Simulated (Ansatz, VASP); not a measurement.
# Two plane-wave programs on GaCuSe2

```
Ga Cu Se
1.0
    -2.83190    2.83190    5.60423
     2.83190   -2.83190    5.60423
     2.83190    2.83190   -5.60423
Ga Cu Se
2 2 4
Direct
  0.50000 0.50000 0.00000
  0.25000 0.75000 0.50000
  0.00000 0.00000 0.00000
  0.75000 0.25000 0.50000
  0.37500 0.37136 0.49636
  0.62864 0.12500 0.00364
  0.87500 0.87864 0.50364
  0.12136 0.62500 0.99636
```

Alike in both runs: task single point; functional r2SCAN; k mesh 6 × 6 × 6; no spin polarisation.

```csv
,VASP,Ansatz
version,VASP 6.6.1,Ansatz 0.2.0
potentials or method,"VASP PAW PBE potentials, release 64 (Ga_d, Cu, Se)","plane waves, PAW"
plane-wave cutoff (eV),520,500
occupations,"gaussian, width 0.01 eV",fixed
valence electrons in the cell,72,128
```

|  | VASP | Ansatz | Ansatz less VASP |
| --- | --- | --- | --- |
| gap on the k mesh at the Fermi level (eV) | 0.42 | 0.42 | +0.001 |
| pressure (GPa) | -1.9 | -2.0 | -0.08 |
| rms of the force components (eV/Å) | 0.018 | 0.017 | -0.0010 |

VASP's potentials were made for PBE, not for r2SCAN. Atom by atom the forces differ by 0.001 eV/Å (rms over components). VASP's potentials hold 72 valence electrons a cell and Ansatz's 128, so a difference there can come from the potentials and not from the codes.
